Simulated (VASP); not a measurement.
Input of a VASP 6.6.1 run:

INCAR

```
SYSTEM = Cu12N
PREC     = Accurate       ! precision mode
ENCUT    = 520            ! plane-wave cutoff, eV
EDIFF    = 1E-6           ! SCF threshold, eV
ISMEAR   = 0              ! smearing method
SIGMA    = 0.1            ! smearing width, eV
LREAL    = .FALSE.        ! projectors in reciprocal space
LASPH    = .TRUE.         ! aspherical terms in the spheres
NELM     = 60             ! most SCF steps
ALGO     = Normal         ! electronic algorithm
ISIF     = 2              ! what is computed and relaxed
LWAVE    = .FALSE.        ! write WAVECAR
LCHARG   = .FALSE.        ! write CHGCAR
LDIPOL   = .TRUE.       
IDIPOL   = 3            
DIPOL    = 0.5 0.5 0.322
GGA      = PE             ! functional
NBANDS   = 80             ! bands
```

Contents of KPOINTS:

```
regular mesh
0
G
  6 6 1
  0 0 0
```

The input POSCAR:

```
Cu12N
1.0
    5.1319544695      0.0000000000      0.0000000000
   -2.5659772347      4.4444029416      0.0000000000
    0.0000000000      0.0000000000     19.6215699228
Cu N
12 1
Direct
    0.3333333333      0.1666666667      0.2038572864
    0.3333333333      0.6666666666      0.2038572864
    0.8333333333      0.1666666667      0.2038572864
    0.8333333333      0.6666666667      0.2038572864
    0.1666666667      0.3333333334      0.3088787979
    0.1666666667      0.8333333333      0.3088787979
    0.6666666667      0.3333333334      0.3088787979
    0.6666666667      0.8333333333      0.3088787979
    0.0000000000      0.0000000000      0.4139103015
    0.0000000000      0.5000000000      0.4139103015
    0.5000000000      0.0000000000      0.4139103015
    0.5000000000      0.5000000000      0.4139103015
    0.0000000000      0.2500000000      0.4761072007
```

Potentials or basis: VASP PAW PBE potentials, release 64 (Cu, N).

The run is started by

```sh
$ cat potpaw_PBE.64/Cu/POTCAR potpaw_PBE.64/N/POTCAR > POTCAR
$ mpirun -np 1 vasp_std > vasp.out
```

What does it give for the largest force?

1.192 eV/Å.

Predict the band gap on the k mesh.

zero (an odd number of electrons rules out a gap without spin polarisation).

Forces in eV/Å, atoms in the order of the input:
```
Cu   0.029 -0.007 -0.076
Cu   0.009  0.028 -0.076
Cu  -0.031 -0.018 -0.093
Cu   0.010  0.006 -0.103
Cu   0.095  0.055 -0.219
Cu  -0.076 -0.044  0.092
Cu  -0.050  0.044  0.003
Cu   0.013 -0.066  0.003
Cu   0.650 -0.989 -0.146
Cu  -0.531  1.057 -0.146
Cu   0.226  0.131  0.317
Cu  -0.240 -0.139  0.303
N   -0.103 -0.059  0.142
```

With open d or f shells a metallic result of PBE can be an artefact of self-interaction; +U or a hybrid may open a gap.
